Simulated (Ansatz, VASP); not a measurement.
## BiSb in VASP and in Ansatz

Contents of INCAR:

```
PREC = Accurate
ENCUT = 520
EDIFF = 1E-6
ISMEAR = 1
SIGMA = 0.15
LREAL = False
LASPH = True
NELM = 150
ALGO = Normal
ISIF = 2
LWAVE = False
LCHARG = False
MAGMOM = 0 0 0 0 0 0
LORBIT = 11
LSORBIT = True
GGA_COMPAT = False
LORBMOM = True
GGA = CA
NBANDS = 32
```

The input KPOINTS:

```
Automatic mesh
0
Gamma
  6 6 6
```

Contents of POSCAR:

```
BiSb
1.0
    2.2263000000      1.2853500000      3.9751500000
   -2.2263000000      1.2853500000      3.9751500000
    0.0000000000     -2.5707000000      3.9751500000
Sb Bi
1 1
Direct
    0.7680300000      0.7680300000      0.7680300000
    0.2319700000      0.2319700000      0.2319700000
```

Input for Ansatz:

```yaml
crystal:
  lattice:
    - [2.2263, 1.28535, 3.97515]
    - [-2.2263, 1.28535, 3.97515]
    - [0.0, -2.5707, 3.97515]
  atoms:
    - { symbol: Sb, position: [0.76803, 0.76803, 0.76803] }
    - { symbol: Bi, position: [0.23197, 0.23197, 0.23197] }
kpoints:
  mp_grid:
    grid: [6, 6, 6]
    shift: [0.0, 0.0, 0.0]
hamiltonian:
  xc: lda
magnetization:
  noncollinear: true
  spin_orbit: true
scf:
  n_extra_bands: 2
  convergence:
    dr2_threshold: 1.0e-07
  mixing:
    algorithm: msr1
    beta: 0.2
  occupations:
    method: cold
    width: 0.15
  initial_density:
    normalization: atom
output:
  eigenvalues: true
```

Alike in both runs: task single point; functional LDA; k mesh 6 × 6 × 6; non-collinear spin, spin-orbit coupling.

|  | VASP | Ansatz |
| --- | --- | --- |
| version | VASP 6.6.1 | Ansatz 0.2.0 |
| potentials or method | VASP PAW LDA potentials, release 64 (Sb, Bi_d) | plane waves, PAW |
| plane-wave cutoff (eV) | 520 | 420 |
| occupations | methfessel-paxton of order 1, width 0.15 eV | cold, width 0.15 eV |
| valence electrons in the cell | 20 | 30 |

```csv
,VASP,Ansatz,Ansatz less VASP
net moment per atom (μB),0.00,0.00,0.000
```

LDA's correlation is that of Perdew and Zunger in VASP and of Perdew and Wang (1992) in Ansatz. VASP's potentials hold 20 valence electrons a cell and Ansatz's 30, so a difference there can come from the potentials and not from the codes.
